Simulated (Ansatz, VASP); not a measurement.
Two plane-wave programs on Rh

```
CELL_PARAMETERS angstrom
0.00000 1.91671 1.91671
1.91671 0.00000 1.91671
1.91671 1.91671 0.00000
ATOMIC_POSITIONS crystal
Rh 0.00000 0.00000 0.00000
```

Alike in both runs: functional PBE; k mesh 8 × 8 × 8; occupations gaussian, width 0.1 eV; no spin polarisation.

Ansatz relaxed the structure, and its values are those at the end. VASP's run is a single point on that final structure, the one shown.

|  | VASP | Ansatz |
| --- | --- | --- |
| version | VASP 6.6.1 | Ansatz 0.2.0 |
| potentials or method | VASP PAW PBE potentials, release 64 (Rh_pv), cutoff 520 eV | scalar-relativistic, plane waves, PAW |
| valence electrons in the cell | 15 | 17 |

```csv
,VASP,Ansatz,Ansatz less VASP
gap on the k mesh at the Fermi level (eV),none,none,-
pressure (GPa),0.2,0.1,-0.05
```

A gap of «none» marks a metal or a gap that the smearing closes. VASP's potentials hold 15 valence electrons a cell and Ansatz's 17, so a difference there can come from the potentials and not from the codes.
